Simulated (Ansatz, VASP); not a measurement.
One calculation of Be, two programs

```
Be
1.0
     2.21422    0.00000    0.00000
    -1.10711    1.91757    0.00000
     0.00000    0.00000    3.50000
Be
2
Direct
  0.33333 0.66667 0.25000
  0.66667 0.33333 0.75000
```

Alike in both runs: functional PBE; dispersion D3(BJ); k mesh 21 × 21 × 12; occupations gaussian, width 0.1 eV; no spin polarisation.

Ansatz relaxed the structure, and its values are those at the end. VASP's run is a single point on that final structure, the one shown.

```csv
,VASP,Ansatz
version,VASP 6.6.1,Ansatz 0.2.0
potentials or method,"VASP PAW PBE potentials, release 64 (Be), cutoff 520 eV","scalar-relativistic, plane waves, PAW"
valence electrons in the cell,4,4
```

|  | VASP | Ansatz | Ansatz less VASP |
| --- | --- | --- | --- |
| gap on the k mesh at the Fermi level (eV) | none | none | - |
| pressure (GPa) | 0.2 | 0.0 | -0.20 |

A gap of «none» marks a metal or a gap that the smearing closes.
